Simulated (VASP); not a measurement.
Runs of VASP 6.6.1 on BN. The structure is that of space group R3m (No. 160), or close to it. The cells are those of the table. 

| task | cell | cutoff (eV) | smearing | gap on the mesh (eV) | pressure (GPa) |
| --- | --- | --- | --- | --- | --- |
| relaxation of cell and atoms | relaxed from a = 3.599 Å, angles 40.8°, 2 atoms | 600 | gaussian 0.01 eV | (a) | 0.0 |
| single point | a = 3.071 Å, angles 47.6°, 2 atoms | 600 | gaussian 0.01 eV | 3.66 | (b) |
| single point | a = 3.598 Å, angles 40.8°, 2 atoms | 520 | gaussian 0.01 eV | 4.23 | 0.1 |
| relaxation of shape and atoms at fixed volume | relaxed from a = 3.721 Å, angles 39.8°, 2 atoms | 600 | gaussian 0.02 eV | (c) | -1.5 |
| single point | a = 3.541 Å, angles 41.4°, 2 atoms | 520 | gaussian 0.01 eV | 4.18 | 0.7 |
| single point | a = 3.602 Å, angles 40.7°, 2 atoms | 600 | gaussian 0.02 eV | 4.23 | -0.1 |
| relaxation of shape and atoms at fixed volume | relaxed from a = 3.622 Å, angles 40.8°, 2 atoms | 600 | gaussian 0.01 eV | 4.26 | -0.7 |
| single point | a = 3.599 Å, angles 40.8°, 2 atoms | 520 | gaussian 0.02 eV | 4.23 | 0.1 |

Alike in all rows: level PBE+D3(BJ); potentials or basis VASP PAW PBE potentials, release 64 (B, N); no spin polarisation; k mesh 12 × 12 × 12.

Problem. Estimate the missing entries.

Solution. (a) 4.22; (b) 15.9; (c) 4.32.

A k mesh can miss the band edges.
